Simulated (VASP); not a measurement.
Runs of VASP 6.6.1 on BP. The structure is that of space group F-43m (No. 216), or close to it. The cells are those of the table. 

| cell | gap on the mesh (eV) | pressure (GPa) |
| --- | --- | --- |
| a = 3.209 Å, angles 60.0°, 2 atoms | (b) | -0.7 |
| a = 3.251 Å, angles 60.0°, 2 atoms | 1.52 | -6.8 |
| a = 3.230 Å, angles 60.0°, 2 atoms | 1.50 | (a) |
| a = 3.143 Å, angles 60.0°, 2 atoms | 1.40 | 11.0 |
| a = 3.187 Å, angles 60.0°, 2 atoms | (c) | 2.9 |

Alike in all rows: task single point; level r2SCAN; potentials or basis VASP PAW PBE potentials, release 64 (B, P); no spin polarisation; k mesh 8 × 8 × 8; cutoff (eV) 520; smearing fermi-dirac 0.02 eV.

Question: Estimate the missing entries.

Answer: (a) -3.9; (b) 1.48; (c) 1.45.

Caveats: the PAW data sets were made with another functional, which shifts forces and pressure a little.

A k mesh can miss the band edges.
